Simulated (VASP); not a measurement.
A run of VASP 6.6.1 is set up as follows.

Contents of INCAR:

```
PREC = Accurate
ENCUT = 520
EDIFF = 1E-6
ISMEAR = 0
SIGMA = 0.1
LREAL = False
LASPH = True
NELM = 100
ALGO = Normal
ISIF = 2
LWAVE = False
LCHARG = True
GGA = PS
LELF = True
LVHAR = True
NBANDS = 36
```

Contents of KPOINTS:

```
regular mesh
0
Gamma
  12 12 12
```

File POSCAR:

```
TiO
1.0
    5.0081049606      0.0000000000      0.0000000000
   -2.5040524803      4.3371461207      0.0000000000
    0.0000000000      0.0000000000      2.8633983627
Ti O
3 3
Direct
    0.6666666667      0.3333333333      0.5000000000
    0.3333333333      0.6666666667      0.5000000000
    0.0000000000      0.0000000000      0.0000000000
    0.6065419248      0.6065419248      0.0000000000
    0.3934580752      0.0000000000      0.0000000000
    0.0000000000      0.3934580752      0.0000000000
```

Potentials or basis: VASP PAW PBE potentials, release 64 (Ti_sv, O).

Command:

```sh
$ cat potpaw_PBE.64/Ti_sv/POTCAR potpaw_PBE.64/O/POTCAR > POTCAR
$ mpirun -np 1 vasp_std > vasp.out
```

(1) Predict the band gap on the k mesh.

(2) What does it give for the pressure?

(3) What does it give for the largest force?

## Answers

(1) zero (bands 27 and 28 overlap by 1.49 eV).

(2) -5.8 GPa.

(3) 0.013 eV/Å.

Caveat: the cell stands under tension; the PAW data sets were made with another functional, which shifts forces and pressure a little; semilocal functionals often make such compounds metallic where correlation or magnetic order opens a gap, which also shifts bond lengths.
